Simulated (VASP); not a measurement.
# SnPbO2 (P4mm) in VASP: single point with PBE

Aim: the single point of SnPbO2 with PBE.

Everything below comes from runs of VASP 6.6.1. Logs are shortened: lines on timing, memory, paths and dates and some standing lists are left out, and cuts for length are marked.

## Step 1: The cell of the first run

It takes space group P4mm (No. 99, tetragonal). Conventional cell: a = 3.868 Å, b = 3.868 Å, c = 4.898 Å, α = 90.00°, β = 90.00°, γ = 90.00°. Within 2.9 Å of Sn (site symmetry 4mm) lie 4 O at 2.19 Å. Pb (site symmetry 4mm) has 4 O at 2.34 Å within 3.1 Å. Within 2.9 Å of O (site symmetry 2mm) lie 2 Sn at 2.19 Å and 2 Pb at 2.34 Å and 4 O at 2.74 Å.

## Step 2: Single point, PBE, non-collinear spin, zero start, spin-orbit coupling

INCAR reads:

```
  PREC = Accurate
  ENCUT = 520
  EDIFF = 1E-7
  ISMEAR = -1
  SIGMA = 0.02
  LREAL = False
  LASPH = True
  NELM = 150
  ALGO = Normal
  ISIF = 2
  LWAVE = False
  LCHARG = False
  LNONCOLLINEAR = True
  MAGMOM = 0 0 0 0 0 0 0 0 0 0 0 0
  LORBIT = 11
  LSORBIT = True
  GGA_COMPAT = False
  LORBMOM = True
  GGA = PE
  NBANDS = 54
```

KPOINTS reads:

```
regular mesh
0
Gamma
  6 6 6
```

POSCAR reads:

```
SnPbO2
1.0
    3.8682734874      0.0000000000      0.0000000000
    0.0000000000      3.8682734874      0.0000000000
    0.0000000000      0.0000000000      4.8975261426
Sn Pb O
1 1 2
Direct
    0.0000000000      0.0000000000      0.2247945222
    0.5000000000      0.5000000000      0.7456934246
    0.5000000000      0.0000000000      0.0147560265
    0.0000000000      0.5000000000      0.0147560265
```

Potentials or basis: VASP PAW PBE potentials, release 64 (Sn_d, Pb_d, O).

Run with:

```console
$ cat potpaw_PBE.64/Sn_d/POTCAR potpaw_PBE.64/Pb_d/POTCAR potpaw_PBE.64/O/POTCAR > POTCAR
$ mpirun -np 1 vasp_ncl > vasp.out
```

OUTCAR:

```text
PREC = Accurate
   ENCUT = 520
   EDIFF = 1E-7
   ISMEAR = -1
   LREAL = False
   LASPH = True
   NELM = 150
   ISIF = 2
   LNONCOLLINEAR = True
   LORBIT = 11
   LSORBIT = True
   GGA = PE

 ion  position               nearest neighbor table
   1  0.000  0.000  0.225-   3 2.19   4 2.19   4 2.19   3 2.19   2 3.60   2 3.60   2 3.60   2 3.60
                             2 3.74   2 3.74   2 3.74   2 3.74
   2  0.500  0.500  0.746-   3 2.34   4 2.34   3 2.34   4 2.34   1 3.60   1 3.60   1 3.60   1 3.60
                             1 3.74   1 3.74   1 3.74   1 3.74
   3  0.500  0.000  0.015-   1 2.19   1 2.19   2 2.34   2 2.34
   4  0.000  0.500  0.015-   1 2.19   1 2.19   2 2.34   2 2.34

  LATTYP: Found a simple tetragonal cell.
 ALAT       =     3.8682734874
 C/A-ratio  =     1.2660754620

  Lattice vectors:

 A1 = (   3.8682734874,   0.0000000000,   0.0000000000)
 A2 = (   0.0000000000,   3.8682734874,   0.0000000000)
 A3 = (   0.0000000000,   0.0000000000,   4.8975261426)

Analysis of symmetry for initial positions (statically):
=====================================================================
 Subroutine PRICEL returns:
 Original cell was already a primitive cell.

 Routine SETGRP: Setting up the symmetry group for a
 simple tetragonal supercell.

 Subroutine GETGRP returns: Found  8 space group operations
 (whereof  8 operations were pure point group operations)
 out of a pool of 16 trial point group operations.

The static configuration has the point symmetry C_4v.

Analysis of symmetry for dynamics (positions and initial velocities):
=====================================================================
 Subroutine PRICEL returns:
 Original cell was already a primitive cell.

 Routine SETGRP: Setting up the symmetry group for a
 simple tetragonal supercell.

 Subroutine GETGRP returns: Found  8 space group operations
 (whereof  8 operations were pure point group operations)
 out of a pool of 16 trial point group operations.

The dynamic configuration has the point symmetry C_4v.

Analysis of structural, dynamic, and magnetic symmetry:
=====================================================================
 Subroutine PRICEL returns:
 Original cell was already a primitive cell.

 Routine SETGRP: Setting up the symmetry group for a
 simple tetragonal supercell.

 Subroutine GETGRP returns: Found  8 space group operations
 (whereof  8 operations were pure point group operations)
 out of a pool of 16 trial point group operations.

The overall configuration has the point symmetry C_4v.

 Subroutine INISYM returns: Found  8 space group operations
 (whereof  8 operations are pure point group operations),
 and found     1 'primitive' translations

----------------------------------------------------------------------------------------

                                     Primitive cell

  volume of cell :      73.2843

  direct lattice vectors                    reciprocal lattice vectors
     3.868273487  0.000000000  0.000000000     0.258513263  0.000000000  0.000000000
     0.000000000  3.868273487  0.000000000     0.000000000  0.258513263  0.000000000
     0.000000000  0.000000000  4.897526143     0.000000000  0.000000000  0.204184719

  length of vectors
     3.868273487  3.868273487  4.897526143     0.258513263  0.258513263  0.204184719

  position of ions in fractional coordinates (direct lattice)
     0.000000000  0.000000000  0.224794522
     0.500000000  0.500000000  0.745693425
     0.500000000  0.000000000  0.014756027
     0.000000000  0.500000000  0.014756027

  ion indices of the primitive-cell ions
   primitive index   ion index
                 1           1
                 2           2
                 3           3
                 4           4

----------------------------------------------------------------------------------------

 KPOINTS: regular mesh

Automatic generation of k-mesh.
 Grid dimensions read from file:
 generate k-points for:    6    6    6

[... 112 lines left out ...]
  free energy    TOTEN  =       -22.48542135 eV

  energy without entropy =      -22.48542084  energy(sigma->0) =      -22.48542110

 E-fermi :   6.5080     XC(G=0): -10.1527

 val. band max:        6.3206185396   @ k =   0.0000   0.0000   0.0000
 cond. band min:       6.6866808341   @ k =   0.5000   0.5000   0.0000
 fundamental gap:      0.3660622945
 Fermi energy:         6.5080000077

 k-point     1 :       0.0000    0.0000    0.0000
  band No.  band energies     occupation
      1     -15.4147      1.00000
      2     -15.4147      1.00000
      3     -15.2895      1.00000
      4     -15.2895      1.00000
      5     -14.4589      1.00000
      6     -14.4589      1.00000
[... 1309 lines left out ...]
     51      13.4963      0.00000
     52      14.0132      0.00000

 [... further k-points ...]

 [bands above 52 left out]

------------------------ aborting loop because EDIFF is reached ----------------------------------------

  FORCE on cell =-STRESS in cart. coord.  units (eV):
  Direction    XX          YY          ZZ          XY          YZ          ZX
  --------------------------------------------------------------------------------------
  -------------------------------------------------------------------------------------
  Total        2.4439728      2.4439728      1.9898578      0.0000000      0.0000000      0.0000000
  in kB       53.4313119     53.4313119     43.5032321      0.0000000      0.0000000      0.0000000
  external PRESSURE =      50.1219520 kB  Pullay stress =       0.0000000 kB

 VOLUME and BASIS-vectors are now :
 -----------------------------------------------------------------------------
  energy-cutoff  :      520.00
  volume of cell :       73.28
      direct lattice vectors                 reciprocal lattice vectors
     3.868273487  0.000000000  0.000000000     0.258513263  0.000000000  0.000000000
     0.000000000  3.868273487  0.000000000     0.000000000  0.258513263  0.000000000
     0.000000000  0.000000000  4.897526143     0.000000000  0.000000000  0.204184719

 POSITION                                       TOTAL-FORCE (eV/Angst)
 -----------------------------------------------------------------------------------
      0.00000      0.00000      1.10094        -0.000000      0.000000      0.579326
      1.93414      1.93414      3.65205        -0.000000      0.000000     -0.416974
      1.93414      0.00000      0.07227        -0.000000      0.000000     -0.081176
      0.00000      1.93414      0.07227         0.000000     -0.000000     -0.081176
 -----------------------------------------------------------------------------------
    total drift:                                0.000000      0.000000     -0.000753

  FREE ENERGIE OF THE ION-ELECTRON SYSTEM (eV)
  ---------------------------------------------------
  free  energy   TOTEN  =       -22.4854213498 eV

  energy  without entropy=      -22.4854208403  energy(sigma->0) =      -22.48542110

 orbital moment (x)

 # of ion     p       d       tot
 ----------------------------------------
  1        -0.000   0.000  -0.000
  2        -0.000  -0.000  -0.000
  3         0.000   0.000   0.000
  4         0.000   0.000   0.000
 ----------------------------------------
           -0.000  -0.000  -0.000

 orbital moment (y)

 # of ion     p       d       tot
 ----------------------------------------
  1         0.000  -0.000  -0.000
  2         0.000   0.000   0.000
  3        -0.000   0.000  -0.000
  4         0.000   0.000   0.000
 ----------------------------------------
           -0.000   0.000   0.000

 orbital moment (z)

 # of ion     p       d       tot
 ----------------------------------------
  1         0.000   0.000   0.000
  2         0.000   0.000   0.000
  3         0.000   0.000   0.000
  4         0.000   0.000   0.000
 ----------------------------------------
            0.000   0.000   0.000

 Spin-Orbit-Coupling matrix elements

 Ion:    1  E_soc:     -0.0792319
 l=   1
     0.0000000    -0.0079187    -0.0058412
    -0.0079187     0.0000000    -0.0079187
    -0.0058412    -0.0079187     0.0000000
 l=   2
     0.0000000    -0.0012134     0.0000000    -0.0012134    -0.0046538
    -0.0012134     0.0000000    -0.0036756    -0.0011768    -0.0011644
     0.0000000    -0.0036756     0.0000000    -0.0036756     0.0000000
    -0.0012134    -0.0011768    -0.0036756     0.0000000    -0.0011644
    -0.0046538    -0.0011644     0.0000000    -0.0011644     0.0000000
 l=   3
     0.0000000     0.0000000     0.0000000     0.0000000     0.0000000     0.0000000     0.0000000
     0.0000000     0.0000000     0.0000000     0.0000000     0.0000000     0.0000000     0.0000000
     0.0000000     0.0000000     0.0000000     0.0000000     0.0000000     0.0000000     0.0000000
     0.0000000     0.0000000     0.0000000     0.0000000     0.0000000     0.0000000     0.0000000
[... 49 lines left out ...]
 l=   2
     0.0000000     0.0000000     0.0000000     0.0000000     0.0000000
     0.0000000     0.0000000     0.0000000     0.0000000     0.0000000
     0.0000000     0.0000000     0.0000000     0.0000000     0.0000000
     0.0000000     0.0000000     0.0000000     0.0000000     0.0000000
     0.0000000     0.0000000     0.0000000     0.0000000     0.0000000
 l=   3
     0.0000000     0.0000000     0.0000000     0.0000000     0.0000000     0.0000000     0.0000000
     0.0000000     0.0000000     0.0000000     0.0000000     0.0000000     0.0000000     0.0000000
     0.0000000     0.0000000     0.0000000     0.0000000     0.0000000     0.0000000     0.0000000
     0.0000000     0.0000000     0.0000000     0.0000000     0.0000000     0.0000000     0.0000000
     0.0000000     0.0000000     0.0000000     0.0000000     0.0000000     0.0000000     0.0000000
     0.0000000     0.0000000     0.0000000     0.0000000     0.0000000     0.0000000     0.0000000
     0.0000000     0.0000000     0.0000000     0.0000000     0.0000000     0.0000000     0.0000000

 total charge

# of ion       s       p       d       tot
------------------------------------------
    1        1.208   0.855  10.095  12.158
    2        1.401   0.608   9.880  11.888
    3        1.578   3.422   0.000   5.001
    4        1.578   3.422   0.000   5.001
--------------------------------------------------
tot          5.765   8.307  19.975  34.047

 magnetization (x)

# of ion       s       p       d       tot
------------------------------------------
    1        0.000   0.000   0.000   0.000
    2        0.000   0.000   0.000   0.000
    3        0.000  -0.000   0.000  -0.000
    4       -0.000   0.000   0.000  -0.000
--------------------------------------------------
tot         -0.000  -0.000   0.000  -0.000

 magnetization (y)

# of ion       s       p       d       tot
------------------------------------------
    1        0.000   0.000   0.000   0.000
    2        0.000   0.000   0.000   0.000
    3        0.000   0.000   0.000   0.000
    4        0.000   0.000   0.000   0.000
--------------------------------------------------
tot          0.000   0.000   0.000   0.000

 magnetization (z)

# of ion       s       p       d       tot
------------------------------------------
    1        0.000   0.000   0.000   0.000
    2        0.000   0.000   0.000   0.000
    3       -0.000   0.000   0.000  -0.000
    4       -0.000   0.000   0.000  -0.000
--------------------------------------------------
tot         -0.000   0.000   0.000  -0.000
```

Run time: 17 min. Hardware: 1 thread of Intel Xeon 8259CL, shared host; peak memory 0.51 GiB.

Results:

| Property | Result |
| --- | --- |
| Free energy | -22.4854 eV |
| Pressure | 5.0 GPa |
| Largest force | 0.579 eV/Å |
| Net moment | 0.00 μB per cell |
| Valence electrons inside the program's atomic spheres | Sn 12.16; Pb 11.89; O 5.00 |

Forces on the atoms (eV/Å):
```
Sn   0.000  0.000  0.579
Pb   0.000  0.000 -0.417
O    0.000  0.000 -0.081
O    0.000  0.000 -0.081
```

Stress tensor (GPa, compression positive):
```
5.34 0.00 0.00
0.00 5.34 0.00
0.00 0.00 4.35
```

Moments on the atoms (μB; x, y, z):
```
Sn  0.00 0.00 0.00
Pb  0.00 0.00 0.00
O   0.00 0.00 0.00
O   0.00 0.00 0.00
```

Caveat: the cell stands under pressure.
